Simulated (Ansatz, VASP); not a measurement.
## Two plane-wave programs on BaTiO3

POSCAR

```
BaTiO3
1.0
    3.6595159092      0.0000000000      0.0000000000
    0.0000000000      3.6595159092      0.0000000000
    0.0000000000      0.0000000000      4.7575305592
Ba Ti O
1 1 3
Direct
    0.0000000000      0.0000000000      0.0000000000
    0.5000000000      0.5000000000      0.5000000000
    0.5000000000      0.5000000000      0.0000000000
    0.5000000000      0.0000000000      0.5000000000
    0.0000000000      0.5000000000      0.5000000000
```

The input INCAR.step1:

```
SYSTEM = BaTiO3
ALGO = Normal ; EDIFF = 1E-4
ENCUT = 520 ; GGA = PE
ISMEAR = 0 ; LASPH = .TRUE.
LCHARG = .FALSE. ; LREAL = .FALSE.
LWAVE = .TRUE. ; NBANDS = 28
NELM = 100 ; PREC = Accurate
SIGMA = 0.05
```

INCAR.step2

```
SYSTEM = BaTiO3
ALGO = Normal ; EDIFF = 1E-6
ENCUT = 520 ; ISIF = 2
ISMEAR = 0 ; ISTART = 1
LASPH = .TRUE. ; LCHARG = .FALSE.
LMIXTAU = .TRUE. ; LREAL = .FALSE.
LWAVE = .FALSE. ; METAGGA = R2SCAN
NBANDS = 28 ; NELM = 100
PREC = Accurate ; SIGMA = 0.05
```

File KPOINTS:

```
k-points
0
G
  8 8 8
  0 0 0
```

Input for Ansatz:

```yaml
crystal:
  lattice:
    - [3.6595159092, 0.0, 0.0]
    - [0.0, 3.6595159092, 0.0]
    - [0.0, 0.0, 4.7575305592]
  atoms:
    - { symbol: Ba, position: [0.0, 0.0, 0.0] }
    - { symbol: Ti, position: [0.5, 0.5, 0.5] }
    - { symbol: O, position: [0.5, 0.5, 0.0] }
    - { symbol: O, position: [0.5, 0.0, 0.5] }
    - { symbol: O, position: [0.0, 0.5, 0.5] }
basis:
  ecutwfc: 500
kpoints:
  mp_grid: { grid: [8, 8, 8] }
hamiltonian:
  xc: r2scan
scf:
  occupations: { method: gaussian, width: 0.05 }
output:
  forces: true
  stress: true
  eigenvalues: true
  write_density: true
  write_potential: true
  elf: true
  volumetric_format: npy
```

Alike in both runs: task single point; functional r2SCAN; k mesh 8 × 8 × 8; occupations gaussian, width 0.05 eV; no spin polarisation.

|  | VASP | Ansatz |
| --- | --- | --- |
| version | VASP 6.6.1 | Ansatz 0.2.0 |
| potentials or method | VASP PAW PBE potentials, release 64 (Ba_sv, Ti_sv, O), cutoff 520 eV | scalar-relativistic, plane waves, PAW |
| valence electrons in the cell | 40 | 40 |

VASP gave:

| Item | Value |
| --- | --- |
| gap on the k mesh at the Fermi level (eV) | 1.60 |
| least direct gap on the mesh (eV) | 2.02 |
| pressure (GPa) | 19.6 |
| traceless stress, the component that is largest in VASP (GPa) | -34.77 |

Question: What did Ansatz give for the same quantities?

Answer: gap on the k mesh at the Fermi level (eV): 1.65; least direct gap on the mesh (eV): 2.08; pressure (GPa): 17.1; traceless stress, the component that is largest in VASP (GPa): -33.03.

VASP's potentials were made for PBE, not for r2SCAN. The functional is the same, so the differences come from potentials, cutoffs and numerics.

Neither program's run includes spin-orbit coupling.
